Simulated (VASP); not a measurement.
# SnTe (Fm-3m) in VASP: a series of runs, part 2 of 2

VASP 6.6.1. Earlier steps stand in the parts before.

## (3) Single point, r2SCAN

This run uses another cell than the first one, of 31.05 Å³/atom, 1.021 times its volume.

File POSCAR:

```
SnTe
1.0
    0.0000000000      3.1430872800      3.1430872800
    3.1430872800      0.0000000000      3.1430872800
    3.1430872800      3.1430872800      0.0000000000
Sn Te
1 1
Direct
    0.0000000000      0.0000000000      0.0000000000
    0.5000000000      0.5000000000      0.5000000000
```

File INCAR.step1:

```
SYSTEM = SnTe
PREC = Accurate
ENCUT = 520
ISMEAR = -1
SIGMA = 0.1
LREAL = .FALSE.
LASPH = .TRUE.
NELM = 100
NBANDS = 17
GGA = PE
ALGO = Normal
EDIFF = 1E-4
LWAVE = .TRUE.
LCHARG = .FALSE.
```

File INCAR.step2:

```
SYSTEM = SnTe
PREC = Accurate
ENCUT = 520
EDIFF = 1E-6
ISMEAR = -1
SIGMA = 0.1
LREAL = .FALSE.
LASPH = .TRUE.
NELM = 100
ALGO = Normal
ISIF = 2
LWAVE = .FALSE.
LCHARG = .FALSE.
METAGGA = R2SCAN
LMIXTAU = .TRUE.
NBANDS = 17
ISTART = 1
```

File KPOINTS:

```
Automatic mesh
0
G
  9 9 9
  0 0 0
```

Potentials or basis: VASP PAW PBE potentials, release 64 (Sn_d, Te).

Command:

```
$ cat potpaw_PBE.64/Sn_d/POTCAR potpaw_PBE.64/Te/POTCAR > POTCAR
$ cp INCAR.step1 INCAR
$ mpirun -np 1 vasp_std > vasp.out
$ cp INCAR.step2 INCAR
$ mpirun -np 1 vasp_std > vasp.out
```

OUTCAR:

```text
SYSTEM = SnTe
   PREC = Accurate
   ENCUT = 520
   EDIFF = 1E-6
   ISMEAR = -1
   LREAL = .FALSE.
   LASPH = .TRUE.
   NELM = 100
   ISIF = 2
   METAGGA = R2SCAN
   ISTART = 1

 ion  position               nearest neighbor table
   1  0.000  0.000  0.000-   2 3.14   2 3.14   2 3.14   2 3.14   2 3.14   2 3.14
   2  0.500  0.500  0.500-   1 3.14   1 3.14   1 3.14   1 3.14   1 3.14   1 3.14

  LATTYP: Found a face centered cubic cell.
 ALAT       =     6.2861745600

  Lattice vectors:

 A1 = (   0.0000000000,   3.1430872800,   3.1430872800)
 A2 = (   3.1430872800,   0.0000000000,   3.1430872800)
 A3 = (   3.1430872800,   3.1430872800,   0.0000000000)

Analysis of symmetry for initial positions (statically):
=====================================================================
 Subroutine PRICEL returns:
 Original cell was already a primitive cell.

 Routine SETGRP: Setting up the symmetry group for a
 face centered cubic supercell.

 Subroutine GETGRP returns: Found 48 space group operations
 (whereof 48 operations were pure point group operations)
 out of a pool of 48 trial point group operations.

The static configuration has the point symmetry O_h .

Analysis of symmetry for dynamics (positions and initial velocities):
=====================================================================
 Subroutine PRICEL returns:
 Original cell was already a primitive cell.

 Routine SETGRP: Setting up the symmetry group for a
 face centered cubic supercell.

 Subroutine GETGRP returns: Found 48 space group operations
 (whereof 48 operations were pure point group operations)
 out of a pool of 48 trial point group operations.

The dynamic configuration has the point symmetry O_h .

 Subroutine INISYM returns: Found 48 space group operations
 (whereof 48 operations are pure point group operations),
 and found     1 'primitive' translations

----------------------------------------------------------------------------------------

                                     Primitive cell

  volume of cell :      62.1011

  direct lattice vectors                    reciprocal lattice vectors
     0.000000000  3.143087280  3.143087280    -0.159079260  0.159079260  0.159079260
     3.143087280  0.000000000  3.143087280     0.159079260 -0.159079260  0.159079260
     3.143087280  3.143087280  0.000000000     0.159079260  0.159079260 -0.159079260

  length of vectors
     4.444996659  4.444996659  4.444996659     0.275533362  0.275533362  0.275533362

  position of ions in fractional coordinates (direct lattice)
     0.000000000  0.000000000  0.000000000
     0.500000000  0.500000000  0.500000000

  ion indices of the primitive-cell ions
   primitive index   ion index
                 1           1
                 2           2

----------------------------------------------------------------------------------------

 KPOINTS: Automatic mesh

Automatic generation of k-mesh.
 Grid dimensions read from file:
 generate k-points for:    9    9    9

 Generating k-lattice:

  Cartesian coordinates                     Fractional coordinates (reciprocal lattice)
    -0.017675473  0.017675473  0.017675473     0.111111111  0.000000000  0.000000000
     0.017675473 -0.017675473  0.017675473     0.000000000  0.111111111  0.000000000
     0.017675473  0.017675473 -0.017675473     0.000000000  0.000000000  0.111111111

  Length of vectors
     0.030614818  0.030614818  0.030614818

  Shift w.r.t. Gamma in fractional coordinates (k-lattice)
     0.000000000  0.000000000  0.000000000

 Subroutine IBZKPT returns following result:
 ===========================================

 Found     35 irreducible k-points:

 Following reciprocal coordinates:
            Coordinates               Weight
  0.000000  0.000000  0.000000      1.000000
  0.111111  0.000000  0.000000      8.000000
  0.222222  0.000000  0.000000      8.000000
  0.333333  0.000000  0.000000      8.000000
  0.444444  0.000000  0.000000      8.000000
  0.111111  0.111111  0.000000      6.000000
[... 16 lines left out ...]
 -0.333333  0.333333  0.000000     12.000000
  0.444444  0.444444  0.000000      6.000000
 [... further k-points ...]
   k-points           NKPTS =     35   k-points in BZ     NKDIM =     35   number of bands    NBANDS=     17
   number of dos      NEDOS =    301   number of ions     NIONS =      2
   total plane-waves  NPLWV =  46656
   dimension x,y,z NGX =    36 NGY =   36 NGZ =   36
   dimension x,y,z NGXF=    72 NGYF=   72 NGZF=   72
   ions per type =               1   1
   NGX,Y,Z   is equivalent  to a cutoff of  13.46, 13.46, 13.46 a.u.
   NGXF,Y,Z  is equivalent  to a cutoff of  26.93, 26.93, 26.93 a.u.
 SYSTEM =  SnTe
   PREC   = accura    normal or accurate (medium, high low for compatibility)
   ISTART =      1    job   : 0-new  1-cont  2-samecut
   ICHARG =      0    charge: 1-file 2-atom 10-const
   ISPIN  =      1    spin polarized calculation?
   LNONCOLLINEAR =      F non collinear calculations
   LSORBIT =      F    spin-orbit coupling
   LASPH  =      T    aspherical Exc in radial PAW
   ENCUT  =  520.0 eV  38.22 Ry    6.18 a.u.   8.26  8.26  8.26*2*pi/ulx,y,z
   NELM   =    100;   NELMIN=  2; NELMDL=  0     # of ELM steps
   EDIFF  = 0.1E-05   stopping-criterion for ELM
   LREAL  =      F    real-space projection
   EDIFFG = 0.1E-04   stopping-criterion for IOM
   NSW    =      0    number of steps for IOM
   IBRION =     -1    ionic relax: 0-MD 1-quasi-New 2-CG
   NFREE  =      0    steps in history (QN), initial steepest desc. (CG)
   ISIF   =      2    stress and relaxation
   ISYM   =      2    0-nonsym 1-usesym 2-fastsym
   POTIM  = 0.5000    time-step for ionic-motion
   TEBEG  =    0.0;   TEEND  =   0.0 temperature during run
   PSTRESS=    0.0 pullay stress
   NELECT =      20.0000    total number of electrons
   NUPDOWN=      -1.0000    fix difference up-down
   EMIN   =  10.00;   EMAX   =-10.00  energy-range for DOS
   EFERMI =   0.00;   METHOD = LEGACY
   ISMEAR =    -1;   SIGMA  =   0.10  broadening in eV -4-tet -1-fermi 0-gaus
   EFERMI_NEDOS =   21; number of points for ismear=-14 and -15
   IALGO  =     38    algorithm
   IMIX   =      4    mixing-type and parameters
     AMIX     =   0.40;   BMIX     =  1.00
     AMIX_MAG =   1.60;   BMIX_MAG =  1.00
  volume/ion in A,a.u.               =      31.05       209.54
  Fermi-wavevector in a.u.,A,eV,Ry     =   1.122152  2.120560 17.132801  1.259225
  Thomas-Fermi vector in A             =   2.258810
   LORBIT       =      0    0 simple, 1 ext, 2 COOP (PROOUT), +10 PAW based schemes
   METAGGA = R2SCAN    functional components
   LHFCALC =     F    Hartree Fock is set to
   AEXX    =    0.0000 exact exchange contribution
   IVDW    =     0    specifies the selected vdW correction
   LEPSILON=     F    determine dielectric tensor
   LRPA    =     F    only Hartree local field effects (RPA)
 non-spin polarized calculation
  energy-cutoff  :      520.00
  volume of cell :       62.10
 maximum number of plane-waves:      1695
 NGX is ok and might be reduce to    36
   NGX = 17   NGY = 17   NGZ = 17

 number of electron      19.9999998 magnetization

 Free energy of the ion-electron system (eV)
  ---------------------------------------------------
  ext. energy  EPLUGINS =         0.00000000
  ---------------------------------------------------
  free energy    TOTEN  =       -50.67543372 eV

  energy without entropy =      -50.67139515  energy(sigma->0) =      -50.67341444

 E-fermi :   7.1257     XC(G=0): -10.1044

 val. band max:        6.9747229044   @ k =   0.4444   0.0000   0.0000
 cond. band min:       7.4522950001   @ k =   0.4444   0.0000   0.0000
 fundamental gap:      0.4775720957
 Fermi energy:         7.1256835049

 k-point     1 :       0.0000    0.0000    0.0000
  band No.  band energies     occupation
      1     -15.6473      2.00000
      2     -15.6473      2.00000
      3     -15.6358      2.00000
      4     -15.6358      2.00000
      5     -15.6358      2.00000
      6      -6.4475      2.00000
[... 9 lines left out ...]
     16      12.0623      0.00000
     17      14.1592      0.00000

 k-point     2 :       0.1111    0.0000    0.0000
  band No.  band energies     occupation
      1     -15.6479      2.00000
      2     -15.6479      2.00000
      3     -15.6356      2.00000
      4     -15.6351      2.00000
      5     -15.6351      2.00000
      6      -6.3361      2.00000
[... 9 lines left out ...]
     16      12.3292      0.00000
     17      14.9987      0.00000
[... 421 lines left out ...]
 k-point    24 :       0.4444    0.4444    0.0000
  band No.  band energies     occupation
      1     -15.6681      2.00000
      2     -15.6423      2.00000
      3     -15.6397      2.00000
      4     -15.6244      2.00000
      5     -15.6244      2.00000
      6      -4.8044      2.00000
[... 9 lines left out ...]
     16      17.7869      0.00000
     17      18.5629      0.00000

 [... further k-points ...]
[... 5 lines left out ...]
  --------------------------------------------------------------------------------------
  -------------------------------------------------------------------------------------
  Total        0.7393365      0.7393365      0.7393365      0.0000000      0.0000000      0.0000000
  in kB       19.0745114     19.0745114     19.0745114      0.0000000      0.0000000      0.0000000
  external PRESSURE =      19.0745114 kB  Pullay stress =       0.0000000 kB

 VOLUME and BASIS-vectors are now :
 -----------------------------------------------------------------------------
  energy-cutoff  :      520.00
  volume of cell :       62.10
      direct lattice vectors                 reciprocal lattice vectors
     0.000000000  3.143087280  3.143087280    -0.159079260  0.159079260  0.159079260
     3.143087280  0.000000000  3.143087280     0.159079260 -0.159079260  0.159079260
     3.143087280  3.143087280  0.000000000     0.159079260  0.159079260 -0.159079260

 POSITION                                       TOTAL-FORCE (eV/Angst)
 -----------------------------------------------------------------------------------
      0.00000      0.00000      0.00000         0.000000      0.000000      0.000000
      3.14309      3.14309      3.14309         0.000000      0.000000     -0.000000
 -----------------------------------------------------------------------------------
    total drift:                               -0.000000      0.000000      0.000000

  FREE ENERGIE OF THE ION-ELECTRON SYSTEM (eV)
  ---------------------------------------------------
  free  energy   TOTEN  =       -50.6754337210 eV

  energy  without entropy=      -50.6713951494  energy(sigma->0) =      -50.67341444
```

OUTCAR.step1:

```text
SYSTEM = SnTe
   PREC = Accurate
   ENCUT = 520
   ISMEAR = -1
   LREAL = .FALSE.
   LASPH = .TRUE.
[... 701 lines left out ...]
      0.00000      0.00000      0.00000        -0.000000      0.000000     -0.000000
      3.14309      3.14309      3.14309         0.000000      0.000000      0.000000
 -----------------------------------------------------------------------------------
    total drift:                               -0.000000      0.000000      0.000000

  FREE ENERGIE OF THE ION-ELECTRON SYSTEM (eV)
  ---------------------------------------------------
  free  energy   TOTEN  =        -7.5381527145 eV

  energy  without entropy=       -7.5340452671  energy(sigma->0) =       -7.53609899
```

OSZICAR.step1:

```text
N       E                     dE             d eps       ncg     rms          rms(c)
DAV:   1     0.127320558732E+03    0.12732E+03   -0.96305E+03  1200   0.135E+03
DAV:   2     0.407727310614E+01   -0.12324E+03   -0.11961E+03  1287   0.331E+02
DAV:   3    -0.725281352993E+01   -0.11330E+02   -0.11243E+02  1492   0.895E+01
DAV:   4    -0.757282459632E+01   -0.32001E+00   -0.31982E+00  1355   0.156E+01
DAV:   5    -0.758537153239E+01   -0.12547E-01   -0.12546E-01  1732   0.306E+00    0.476E+00
DAV:   6    -0.753635690506E+01    0.49015E-01   -0.11275E-01  1562   0.226E+00    0.299E+00
DAV:   7    -0.753790273763E+01   -0.15458E-02   -0.49270E-02  1460   0.109E+00    0.767E-01
DAV:   8    -0.753803726724E+01   -0.13453E-03   -0.70101E-03  1520   0.665E-01    0.177E-01
DAV:   9    -0.753816327281E+01   -0.12601E-03   -0.58140E-04  1587   0.238E-01    0.328E-02
DAV:  10    -0.753815271450E+01    0.10558E-04   -0.94644E-05   927   0.880E-02
   1 F= -.75381527E+01 E0= -.75360990E+01  d E =-.410745E-02
```

Run time: 2.2 min. Hardware: 1 thread of Intel Xeon Platinum 8259CL at 2.50GHz (Skylake/Cascade Lake), shared host; peak memory 0.23 GiB.

Results:

| Item | Value |
| --- | --- |
| Free energy | -50.6754 eV |
| Pressure | 1.9 GPa |

Caveat: this odd mesh misses L, where the gap lies, so gap, dielectric constants and Born charges aren't listed; the PAW data sets were made with another functional, which shifts forces and pressure a little; spin-orbit coupling is left out, which moves the levels of the heavy elements.

## (4) Single point, r2SCAN

This run uses another cell than the first one, of 31.70 Å³/atom, 1.043 times its volume.

File POSCAR:

```
SnTe
1.0
    0.0000000000      3.1647644200      3.1647644200
    3.1647644200      0.0000000000      3.1647644200
    3.1647644200      3.1647644200      0.0000000000
Sn Te
1 1
Direct
    0.0000000000      0.0000000000      0.0000000000
    0.5000000000      0.5000000000      0.5000000000
```

File INCAR.step1:

```
SYSTEM = SnTe
PREC     = Accurate       ! precision mode
ENCUT    = 520            ! plane-wave cutoff, eV
ISMEAR   = -1             ! smearing method
SIGMA    = 0.1            ! smearing width, eV
LREAL    = .FALSE.        ! projectors in reciprocal space
LASPH    = .TRUE.         ! aspherical terms in the spheres
NELM     = 60             ! most SCF steps
NBANDS   = 17             ! bands
GGA      = PE             ! functional
ALGO     = Normal         ! electronic algorithm
EDIFF    = 1E-4           ! SCF threshold, eV
LWAVE    = .TRUE.         ! write WAVECAR
LCHARG   = .FALSE.        ! write CHGCAR
```

File INCAR.step2:

```
SYSTEM = SnTe
PREC     = Accurate       ! precision mode
ENCUT    = 520            ! plane-wave cutoff, eV
EDIFF    = 1E-7           ! SCF threshold, eV
ISMEAR   = -1             ! smearing method
SIGMA    = 0.1            ! smearing width, eV
LREAL    = .FALSE.        ! projectors in reciprocal space
LASPH    = .TRUE.         ! aspherical terms in the spheres
NELM     = 60             ! most SCF steps
ALGO     = Normal         ! electronic algorithm
ISIF     = 2              ! what is computed and relaxed
LWAVE    = .FALSE.        ! write WAVECAR
LCHARG   = .FALSE.        ! write CHGCAR
METAGGA  = R2SCAN         ! meta-GGA
LMIXTAU  = .TRUE.       
NBANDS   = 17             ! bands
ISTART   = 1
```

KPOINTS is that of step 3.

Command:

```
$ cat potpaw_PBE.64/Sn_d/POTCAR potpaw_PBE.64/Te/POTCAR > POTCAR
$ cp INCAR.step1 INCAR
$ mpirun -np 1 vasp_std > vasp.out
$ cp INCAR.step2 INCAR
$ mpirun -np 1 vasp_std > vasp.out
```

Run time: 3 min. Hardware: 1 thread of Intel Xeon Platinum 8259CL at 2.50GHz (Skylake/Cascade Lake), shared host; peak memory 0.23 GiB.

The run converged. Its results:

* Free energy: -50.6868 eV
* Pressure: 0.9 GPa

Levels at points of the mesh, in eV from the Fermi level:
```csv
k point,band 8,band 9,band 10,band 11,band 12,band 13
"(0.00, 0.00, 0.00)",-2.46,-2.46,-2.46,3.40,3.40,3.40
```

Caveat: this odd mesh misses L, where the gap lies, so gap, dielectric constants and Born charges aren't listed; the PAW data sets were made with another functional, which shifts forces and pressure a little; spin-orbit coupling is left out, which moves the levels of the heavy elements.

## (5) Overview

| cell | pressure (GPa) |
| --- | --- |
| a = 4.414 Å, angles 60.0°, 2 atoms | 3.1 |
| a = 4.445 Å, angles 60.0°, 2 atoms | 1.9 |
| a = 4.476 Å, angles 60.0°, 2 atoms | 0.9 |

Alike in all rows: task single point; level r2SCAN; potentials or basis VASP PAW PBE potentials, release 64 (Sn_d, Te); no spin polarisation; k mesh 9 × 9 × 9; cutoff (eV) 520; smearing fermi-dirac 0.1 eV.

Caveats: the PAW data sets were made with another functional, which shifts forces and pressure a little; spin-orbit coupling is left out, which moves the levels of the heavy elements.

Total energies depend on the potentials used, so only differences within one code and one set of settings carry meaning.
